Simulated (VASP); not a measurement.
# SnSe (P4/nmm) in VASP: further runs

Runs on SnSe. Level: r2SCAN. Tasks: single point.

Program: VASP 6.6.1. These are calculated values, not measurements. Logs are shortened: lines on timing, memory, paths and dates and some standing lists are left out, and cuts for length are marked.

## Step 1: The cell of the first run

It takes space group P4/nmm (No. 129, tetragonal). The conventional cell has a = 4.616 Å, b = 4.616 Å, c = 9.471 Å, α = 90.00°, β = 90.00°, γ = 90.00°. Within 3.1 Å of Sn (site symmetry 4mm) lie 1 Se at 2.31 Å. Se (site symmetry 4mm) has 1 Sn at 2.31 Å within 3.1 Å.

## Step 2: Single point, r2SCAN

File POSCAR:

```
SnSe
1.0
    4.6162290249      0.0000000000      0.0000000000
    0.0000000000      4.6162290249      0.0000000000
    0.0000000000      0.0000000000      9.4714913569
Sn Se
2 2
Direct
    0.5000000000      0.0000000000      0.3722291100
    0.0000000000      0.5000000000      0.6277708900
    0.5000000000      0.0000000000      0.6160394900
    0.0000000000      0.5000000000      0.3839605100
```

File INCAR.step1:

```
PREC = Accurate ; ENCUT = 520
ISMEAR = 0 ; SIGMA = 0.05
LREAL = False ; LASPH = True
NELM = 60 ; NBANDS = 28
GGA = PE ; ALGO = Normal
EDIFF = 1E-4 ; LWAVE = True
LCHARG = False
```

File INCAR.step2:

```
PREC = Accurate ; ENCUT = 520
EDIFF = 1E-6 ; ISMEAR = 0
SIGMA = 0.05 ; LREAL = False
LASPH = True ; NELM = 60
ALGO = Normal ; ISIF = 2
LWAVE = False ; LCHARG = False
METAGGA = R2SCAN ; LMIXTAU = True
NBANDS = 28 ; ISTART = 1
```

File KPOINTS:

```
regular mesh
0
Gamma
  8 8 4
```

Potentials or basis: VASP PAW PBE potentials, release 64 (Sn_d, Se).

The run is started by

```console
cat potpaw_PBE.64/Sn_d/POTCAR potpaw_PBE.64/Se/POTCAR > POTCAR
cp INCAR.step1 INCAR
mpirun -np 1 vasp_std > vasp.out
cp INCAR.step2 INCAR
mpirun -np 1 vasp_std > vasp.out
```

OUTCAR:

```text
PREC = Accurate
   ENCUT = 520
   EDIFF = 1E-6
   ISMEAR = 0
   LREAL = False
   LASPH = True
   NELM = 60
   ISIF = 2
   METAGGA = R2SCAN
   ISTART = 1

 ion  position               nearest neighbor table
   1  0.500  0.000  0.372-   3 2.31   4 3.27   4 3.27   4 3.27   4 3.27
   2  0.000  0.500  0.628-   4 2.31   3 3.27   3 3.27   3 3.27   3 3.27
   3  0.500  0.000  0.616-   1 2.31   2 3.27   2 3.27   2 3.27   2 3.27
   4  0.000  0.500  0.384-   2 2.31   1 3.27   1 3.27   1 3.27   1 3.27

  LATTYP: Found a simple tetragonal cell.
 ALAT       =     4.6162290249
 C/A-ratio  =     2.0517810762

  Lattice vectors:

 A1 = (   4.6162290249,   0.0000000000,   0.0000000000)
 A2 = (   0.0000000000,   4.6162290249,   0.0000000000)
 A3 = (   0.0000000000,   0.0000000000,   9.4714913569)

Analysis of symmetry for initial positions (statically):
=====================================================================
 Subroutine PRICEL returns:
 Original cell was already a primitive cell.

 Routine SETGRP: Setting up the symmetry group for a
 simple tetragonal supercell.

 Subroutine GETGRP returns: Found 16 space group operations
 (whereof  8 operations were pure point group operations)
 out of a pool of 16 trial point group operations.

The static configuration has the point symmetry D_2d.
 The point group associated with its full space group is D_4h.

Analysis of symmetry for dynamics (positions and initial velocities):
=====================================================================
 Subroutine PRICEL returns:
 Original cell was already a primitive cell.

 Routine SETGRP: Setting up the symmetry group for a
 simple tetragonal supercell.

 Subroutine GETGRP returns: Found 16 space group operations
 (whereof  8 operations were pure point group operations)
 out of a pool of 16 trial point group operations.

The dynamic configuration has the point symmetry D_2d.
 The point group associated with its full space group is D_4h.

 Subroutine INISYM returns: Found 16 space group operations
 (whereof  8 operations are pure point group operations),
 and found     1 'primitive' translations

----------------------------------------------------------------------------------------

                                     Primitive cell

  volume of cell :     201.8334

  direct lattice vectors                    reciprocal lattice vectors
     4.616229025  0.000000000  0.000000000     0.216627034  0.000000000  0.000000000
     0.000000000  4.616229025  0.000000000     0.000000000  0.216627034  0.000000000
     0.000000000  0.000000000  9.471491357     0.000000000  0.000000000  0.105579994

  length of vectors
     4.616229025  4.616229025  9.471491357     0.216627034  0.216627034  0.105579994

  position of ions in fractional coordinates (direct lattice)
     0.500000000  0.000000000  0.372229110
     0.000000000  0.500000000  0.627770890
     0.500000000  0.000000000  0.616039490
     0.000000000  0.500000000  0.383960510

  ion indices of the primitive-cell ions
   primitive index   ion index
                 1           1
                 2           2
                 3           3
                 4           4

----------------------------------------------------------------------------------------

 KPOINTS: regular mesh

Automatic generation of k-mesh.
 Grid dimensions read from file:
 generate k-points for:    8    8    4

 Generating k-lattice:

  Cartesian coordinates                     Fractional coordinates (reciprocal lattice)
     0.027078379  0.000000000  0.000000000     0.125000000  0.000000000  0.000000000
     0.000000000  0.027078379  0.000000000     0.000000000  0.125000000  0.000000000
     0.000000000  0.000000000  0.026394998     0.000000000  0.000000000  0.250000000

  Length of vectors
     0.027078379  0.027078379  0.026394998

  Shift w.r.t. Gamma in fractional coordinates (k-lattice)
     0.000000000  0.000000000  0.000000000

 Subroutine IBZKPT returns following result:
 ===========================================

 Found     45 irreducible k-points:

 Following reciprocal coordinates:
            Coordinates               Weight
  0.000000  0.000000  0.000000      1.000000
  0.125000  0.000000  0.000000      4.000000
  0.250000  0.000000  0.000000      4.000000
  0.375000  0.000000  0.000000      4.000000
  0.500000  0.000000  0.000000      2.000000
  0.125000  0.125000  0.000000      4.000000
[... 16 lines left out ...]
  0.375000  0.125000  0.250000     16.000000
  0.500000  0.125000  0.250000      8.000000
 [... further k-points ...]
   k-points           NKPTS =     45   k-points in BZ     NKDIM =     45   number of bands    NBANDS=     28
   number of dos      NEDOS =    301   number of ions     NIONS =      4
   total plane-waves  NPLWV =  90720
   dimension x,y,z NGX =    36 NGY =   36 NGZ =   70
   dimension x,y,z NGXF=    72 NGYF=   72 NGZF=  140
   ions per type =               2   2
   NGX,Y,Z   is equivalent  to a cutoff of  12.96, 12.96, 12.29 a.u.
   NGXF,Y,Z  is equivalent  to a cutoff of  25.93, 25.93, 24.57 a.u.
 SYSTEM =  unknown system
   PREC   = accura    normal or accurate (medium, high low for compatibility)
   ISTART =      1    job   : 0-new  1-cont  2-samecut
   ICHARG =      0    charge: 1-file 2-atom 10-const
   ISPIN  =      1    spin polarized calculation?
   LNONCOLLINEAR =      F non collinear calculations
   LSORBIT =      F    spin-orbit coupling
   LASPH  =      T    aspherical Exc in radial PAW
   ENCUT  =  520.0 eV  38.22 Ry    6.18 a.u.   8.58  8.58 17.61*2*pi/ulx,y,z
   NELM   =     60;   NELMIN=  2; NELMDL=  0     # of ELM steps
   EDIFF  = 0.1E-05   stopping-criterion for ELM
   LREAL  =      F    real-space projection
   EDIFFG = 0.1E-04   stopping-criterion for IOM
   NSW    =      0    number of steps for IOM
   IBRION =     -1    ionic relax: 0-MD 1-quasi-New 2-CG
   NFREE  =      0    steps in history (QN), initial steepest desc. (CG)
   ISIF   =      2    stress and relaxation
   ISYM   =      2    0-nonsym 1-usesym 2-fastsym
   POTIM  = 0.5000    time-step for ionic-motion
   TEBEG  =    0.0;   TEEND  =   0.0 temperature during run
   PSTRESS=    0.0 pullay stress
   NELECT =      40.0000    total number of electrons
   NUPDOWN=      -1.0000    fix difference up-down
   EMIN   =  10.00;   EMAX   =-10.00  energy-range for DOS
   EFERMI =   0.00;   METHOD = LEGACY
   ISMEAR =     0;   SIGMA  =   0.05  broadening in eV -4-tet -1-fermi 0-gaus
   EFERMI_NEDOS =   21; number of points for ismear=-14 and -15
   IALGO  =     38    algorithm
   IMIX   =      4    mixing-type and parameters
     AMIX     =   0.40;   BMIX     =  1.00
     AMIX_MAG =   1.60;   BMIX_MAG =  1.00
  volume/ion in A,a.u.               =      50.46       340.51
  Fermi-wavevector in a.u.,A,eV,Ry     =   0.954473  1.803693 12.395171  0.911019
  Thomas-Fermi vector in A             =   2.083223
   LORBIT       =      0    0 simple, 1 ext, 2 COOP (PROOUT), +10 PAW based schemes
   METAGGA = R2SCAN    functional components
   LHFCALC =     F    Hartree Fock is set to
   AEXX    =    0.0000 exact exchange contribution
   IVDW    =     0    specifies the selected vdW correction
   LEPSILON=     F    determine dielectric tensor
   LRPA    =     F    only Hartree local field effects (RPA)
 non-spin polarized calculation
 Gauss-broadening in eV      SIGMA  =   0.05
  energy-cutoff  :      520.00
  volume of cell :      201.83
 maximum number of plane-waves:      5467
 NGX is ok and might be reduce to    36

 number of electron      40.0000010 magnetization

 Free energy of the ion-electron system (eV)
  ---------------------------------------------------
  ext. energy  EPLUGINS =         0.00000000
  ---------------------------------------------------
  free energy    TOTEN  =       -78.17347629 eV

  energy without entropy =      -78.17347629  energy(sigma->0) =      -78.17347629

 E-fermi :  -0.0134     XC(G=0):  -6.3971

 val. band max:       -0.2488549757   @ k =   0.0000   0.0000   0.5000
 cond. band min:       1.6083213024   @ k =   0.3750   0.0000   0.5000
 fundamental gap:      1.8571762781
 Fermi energy:        -0.0133635582

 k-point     1 :       0.0000    0.0000    0.0000
  band No.  band energies     occupation
      1     -21.6741      2.00000
      2     -21.6737      2.00000
      3     -21.6702      2.00000
      4     -21.6660      2.00000
      5     -21.6566      2.00000
      6     -21.6337      2.00000
[... 20 lines left out ...]
     27       5.6038      0.00000
     28       6.6794      0.00000

 k-point     2 :       0.1250    0.0000    0.0000
  band No.  band energies     occupation
      1     -21.6733      2.00000
      2     -21.6719      2.00000
      3     -21.6701      2.00000
      4     -21.6658      2.00000
      5     -21.6577      2.00000
      6     -21.6349      2.00000
[... 20 lines left out ...]
     27       5.3512      0.00000
     28       6.9786      0.00000

 k-point     3 :       0.2500    0.0000    0.0000
  band No.  band energies     occupation
      1     -21.6713      2.00000
      2     -21.6699      2.00000
      3     -21.6667      2.00000
      4     -21.6654      2.00000
      5     -21.6604      2.00000
      6     -21.6385      2.00000
[... 20 lines left out ...]
     27       5.8550      0.00000
     28       7.0123      0.00000

 k-point     4 :       0.3750    0.0000    0.0000
  band No.  band energies     occupation
      1     -21.6689      2.00000
      2     -21.6689      2.00000
      3     -21.6656      2.00000
      4     -21.6638      2.00000
      5     -21.6594      2.00000
      6     -21.6442      2.00000
[... 578 lines left out ...]
     27       6.4029      0.00000
     28       6.9803      0.00000

 k-point    23 :       0.3750    0.1250    0.2500
  band No.  band energies     occupation
      1     -21.6712      2.00000
      2     -21.6698      2.00000
      3     -21.6677      2.00000
      4     -21.6651      2.00000
      5     -21.6538      2.00000
      6     -21.6428      2.00000
[... 20 lines left out ...]
     27       6.9468      0.00000
     28       7.2512      0.00000

 k-point    24 :       0.5000    0.1250    0.2500
  band No.  band energies     occupation
      1     -21.6706      2.00000
      2     -21.6706      2.00000
      3     -21.6660      2.00000
      4     -21.6660      2.00000
      5     -21.6483      2.00000
      6     -21.6483      2.00000
[... 20 lines left out ...]
     27       7.1442      0.00000
     28       7.1442      0.00000

 [... further k-points ...]

------------------------ aborting loop because EDIFF is reached ----------------------------------------

  FORCE on cell =-STRESS in cart. coord.  units (eV):
  Direction    XX          YY          ZZ          XY          YZ          ZX
  --------------------------------------------------------------------------------------
  -------------------------------------------------------------------------------------
  Total       -2.6340392     -2.6340392     18.1812926      0.0000000      0.0000000      0.0000000
  in kB      -20.9093127    -20.9093127    144.3252359      0.0000000      0.0000000      0.0000000
  external PRESSURE =      34.1688702 kB  Pullay stress =       0.0000000 kB

 VOLUME and BASIS-vectors are now :
 -----------------------------------------------------------------------------
  energy-cutoff  :      520.00
  volume of cell :      201.83
      direct lattice vectors                 reciprocal lattice vectors
     4.616229025  0.000000000  0.000000000     0.216627034  0.000000000  0.000000000
     0.000000000  4.616229025  0.000000000     0.000000000  0.216627034  0.000000000
     0.000000000  0.000000000  9.471491357     0.000000000  0.000000000  0.105579994

 POSITION                                       TOTAL-FORCE (eV/Angst)
 -----------------------------------------------------------------------------------
      2.30811      0.00000      3.52556         0.000000     -0.000000     -3.827877
      0.00000      2.30811      5.94593        -0.000000      0.000000      3.827877
      2.30811      0.00000      5.83481         0.000000     -0.000000      4.080534
      0.00000      2.30811      3.63668         0.000000     -0.000000     -4.080534
 -----------------------------------------------------------------------------------
    total drift:                                0.000000      0.000000      0.000000

  FREE ENERGIE OF THE ION-ELECTRON SYSTEM (eV)
  ---------------------------------------------------
  free  energy   TOTEN  =       -78.1734762871 eV

  energy  without entropy=      -78.1734762871  energy(sigma->0) =      -78.17347629
```

It took 7.9 min on 1 thread of AMD EPYC 9R45 (Zen 5), shared host; peak memory 0.43 GiB.

Results:

```
Free energy            : -78.1735 eV
Pressure               : 3.4 GPa
Largest force          : 4.081 eV/Å
Band gap on the k mesh : 1.86 eV (least direct gap 1.92 eV)
```

Forces in eV/Å, atoms in the order of the input:
```
Sn   0.000  0.000 -3.828
Sn   0.000  0.000  3.828
Se   0.000  0.000  4.081
Se   0.000  0.000 -4.081
```

Caveat: the stress differs along the axes, from -2 to 14 GPa; the PAW data sets were made with another functional, which shifts forces and pressure a little; spin-orbit coupling is left out, which moves the levels of the heavy elements. A k mesh can miss the band edges.

## Step 3: Single point, r2SCAN

This run uses another cell than the first one, of the same volume but with other edges.

File POSCAR:

```
SnSe
1.0
    3.9264755026      0.0000000000      0.0000000000
    0.0000000000      3.9264755026      0.0000000000
    0.0000000000      0.0000000000     13.0914357155
Sn Se
2 2
Direct
    0.5000000000      0.0000000000      0.3722291100
    0.0000000000      0.5000000000      0.6277708900
    0.5000000000      0.0000000000      0.6160394900
    0.0000000000      0.5000000000      0.3839605100
```

File INCAR.step1:

```
SYSTEM = SnSe
PREC     = Accurate       ! precision mode
ENCUT    = 520            ! plane-wave cutoff, eV
ISMEAR   = 0              ! smearing method
SIGMA    = 0.05           ! smearing width, eV
LREAL    = .False.        ! projectors in reciprocal space
LASPH    = .True.         ! aspherical terms in the spheres
NELM     = 60             ! most SCF steps
NBANDS   = 28             ! bands
GGA      = PE             ! functional
ALGO     = Normal         ! electronic algorithm
EDIFF    = 1E-4           ! SCF threshold, eV
LWAVE    = .True.         ! write WAVECAR
LCHARG   = .False.        ! write CHGCAR
```

File INCAR.step2:

```
SYSTEM = SnSe
PREC     = Accurate       ! precision mode
ENCUT    = 520            ! plane-wave cutoff, eV
EDIFF    = 1E-7           ! SCF threshold, eV
ISMEAR   = 0              ! smearing method
SIGMA    = 0.05           ! smearing width, eV
LREAL    = .False.        ! projectors in reciprocal space
LASPH    = .True.         ! aspherical terms in the spheres
NELM     = 60             ! most SCF steps
ALGO     = Normal         ! electronic algorithm
ISIF     = 2              ! what is computed and relaxed
LWAVE    = .False.        ! write WAVECAR
LCHARG   = .False.        ! write CHGCAR
METAGGA  = R2SCAN         ! meta-GGA
LMIXTAU  = .True.       
NBANDS   = 28             ! bands
ISTART   = 1
```

File KPOINTS:

```
regular mesh
0
Gamma
  8 8 4
  0 0 0
```

Potentials or basis: VASP PAW PBE potentials, release 64 (Sn_d, Se).

The run is started by

```console
cat potpaw_PBE.64/Sn_d/POTCAR potpaw_PBE.64/Se/POTCAR > POTCAR
cp INCAR.step1 INCAR
mpirun -np 1 vasp_std > vasp.out
cp INCAR.step2 INCAR
mpirun -np 1 vasp_std > vasp.out
```

Wall time 9.4 min (1 thread of AMD EPYC 9R45 (Zen 5), shared host); peak memory 0.44 GiB.

The run converged. Its results:

- Free energy: -78.4600 eV
- Largest force: 0.772 eV/Å
- Band gap on the k mesh: 0.34 eV (least direct gap 0.55 eV)

Forces on the atoms (eV/Å):
```
Sn   0.000  0.000  0.049
Sn   0.000  0.000 -0.049
Se   0.000  0.000 -0.772
Se   0.000  0.000  0.772
```

Levels at points of the mesh, in eV from the valence-band top:
```
           k point  band 16  band 17  band 18  band 19  band 20  band 21  band 22  band 23  band 24  band 25
(0.00, 0.00, 0.00)    -4.01    -4.01    -3.45    -3.45    -2.10     0.99     2.81     3.69     4.23     4.82
(0.50, 0.00, 0.00)    -3.24    -2.26    -2.26    -0.06    -0.06     1.30     1.30     1.61     1.61     1.75
(0.50, 0.50, 0.00)    -6.41    -5.71    -5.71    -2.60    -2.60     1.88     1.88     3.85     3.85     5.73
(0.00, 0.00, 0.50)    -4.01    -4.01    -3.45    -3.45    -2.10     0.96     3.22     3.69     3.75     4.66
(0.50, 0.00, 0.50)    -3.24    -2.26    -2.26    -0.06    -0.06     1.30     1.30     1.60     1.60     1.75
(0.50, 0.50, 0.50)    -6.41    -5.71    -5.71    -2.60    -2.60     1.88     1.88     3.86     3.86     5.69
```

Caveat: there is no dipole correction, which matters where the two faces differ; semilocal functionals underestimate gaps, and a narrow one can read as zero; the PAW data sets were made with another functional, which shifts forces and pressure a little; spin-orbit coupling is left out, which moves the levels of the heavy elements.
